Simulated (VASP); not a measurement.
H: single point with PBE+D3(BJ)

The system is H.

```
H
1.0
     6.43119    0.04091    0.12453
     0.04091    6.64492   -0.14833
     0.12453   -0.14833    7.11827
H
16
Direct
  0.18317 0.81499 0.19243
  0.19759 0.92794 0.20535
  0.34331 0.65343 0.49588
  0.37727 0.62222 0.58888
  0.94593 0.97903 0.82248
  0.86705 0.03453 0.76145
  0.25456 0.22832 0.62836
  0.21126 0.31535 0.59005
  0.45411 0.38836 0.84752
  0.51760 0.42927 0.92714
  0.56951 0.98642 0.66735
  0.62210 0.01325 0.57893
  0.92093 0.61056 0.98779
  0.85003 0.56646 0.06113
  0.80584 0.69726 0.39703
  0.70388 0.68517 0.35138
```

```json
{"Program": "VASP 6.6.1", "Task": "single point", "Functional": "PBE", "Dispersion": "D3(BJ)", "Potentials or basis": "VASP PAW PBE potentials, release 64 (H)", "Cutoff": "400 eV", "k mesh": "1 × 1 × 1", "Occupations": "fermi-dirac, width 0.02 eV", "Spin": "no spin polarisation"}
```

```yaml
Pressure: -0.1 GPa
Largest_force: 1.631 eV/Å
Band_gap_on_the_k_mesh: 8.88 eV
Dispersion_energy_per_atom: -0.012 eV
```

Forces in eV/Å, atoms in the order of the input:
```
H    0.035  0.282  0.019
H   -0.023 -0.263 -0.017
H   -0.095  0.109 -0.206
H    0.071 -0.043  0.218
H   -0.507  0.450 -0.466
H    0.725 -0.456  0.613
H    0.594 -1.377  0.640
H   -0.664  1.288 -0.672
H    0.073  0.038  0.117
H   -0.052 -0.040 -0.085
H   -0.341 -0.125  0.407
H    0.117  0.154 -0.531
H   -0.044 -0.051  0.011
H    0.086  0.030 -0.084
H    0.088  0.012  0.048
H   -0.063 -0.008 -0.013
```

Stress tensor (GPa, compression positive):
```
-0.08 -0.02  0.00
-0.02 -0.12 -0.12
 0.00 -0.12 -0.12
```

Levels at points of the mesh, in eV from the valence-band top:
```
           k point  band 4  band 5  band 6  band 7  band 8  band 9  band 10  band 11  band 12  band 13
(0.00, 0.00, 0.00)   -0.88   -0.78   -0.50   -0.30    0.00    8.88     9.29     9.74    10.01    10.18
```

Run time: 31 s on 1 thread of AMD EPYC 7R13, on a shared host, peak memory 0.23 GiB.

Caveat: the k points lie up to 0.98 Å⁻¹ apart.
